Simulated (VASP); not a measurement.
Set up this calculation in VASP 6.6.1, as the native input.

```
Task                   : single point
Functional             : PBE
Potentials or basis    : VASP PAW PBE potentials, release 64 (Co, Pt, O)
Cutoff                 : 520 eV
k mesh                 : 12 × 12 × 12
Occupations            : gaussian, width 0.05 eV
Spin                   : collinear spin, zero start
Starting moments       : [0.0, 0.0, 0.0, 0.0] μB
Hubbard terms          : Co d U = 3.3 eV
Dipole correction      : no
Further INCAR settings : ALGO = Normal; EDIFF = 1e-06; NBANDS = 28
```

The structure of CoPtO2 lies in POSCAR:

```
CoPtO2
1.0
    1.4161432469      0.8176106848      5.9544300023
   -1.4161432469      0.8176106848      5.9544300023
    0.0000000000     -1.6352213696      5.9544300023
Co Pt O
1 1 2
Direct
    0.5000000000      0.5000000000      0.5000000000
    0.0000000000      0.0000000000      0.0000000000
    0.8881822582      0.8881822582      0.8881822582
    0.1118177418      0.1118177418      0.1118177418
```

One way to write it, as run:

INCAR

```
PREC     = Accurate       # precision mode
ENCUT    = 520            # plane-wave cutoff, eV
EDIFF    = 1E-6           # SCF threshold, eV
ISMEAR   = 0              # smearing method
SIGMA    = 0.05           # smearing width, eV
LREAL    = False          # projectors in reciprocal space
LASPH    = True           # aspherical terms in the spheres
NELM     = 150            # most SCF steps
ALGO     = Normal         # electronic algorithm
ISIF     = 2              # what is computed and relaxed
LWAVE    = False          # write WAVECAR
LCHARG   = True           # write CHGCAR
ISPIN    = 2              # spin polarisation
MAGMOM   = 0 0 0 0        # initial moments
LORBIT   = 11             # projections on sites
LMAXMIX  = 4              # l up to which the mixer works
LDAU     = True           # DFT+U
LDAUTYPE = 2            
LDAUL    = 2 -1 -1        # shell
LDAUU    = 3.3 0 0        # U, eV
LDAUJ    = 0 0 0        
LDAUPRINT= 1            
GGA      = PE             # functional
LELF     = True           # ELF
LVHAR    = True         
NBANDS   = 28             # bands
```

KPOINTS

```
regular mesh
0
Gamma
  12 12 12
```

Potentials or basis: VASP PAW PBE potentials, release 64 (Co, Pt, O).

Launch:

```console
$ cat potpaw_PBE.64/Co/POTCAR potpaw_PBE.64/Pt/POTCAR potpaw_PBE.64/O/POTCAR > POTCAR
$ mpirun -np 1 vasp_std > vasp.out
```

Results of the run:

- Pressure: 3.5 GPa
- Largest force: 0.108 eV/Å
- Net moment: 0.00 μB per cell
- Valence electrons inside the program's atomic spheres: Co 8.45; Pt 9.22; O 5.02

Caveat: the cell stands under pressure; no moment was typed at the start, so none could form.

It took 13 min on 1 thread of Intel(R) Xeon(R) 6975P-C (Granite Rapids), with other jobs on the host, peak memory 0.65 GiB.
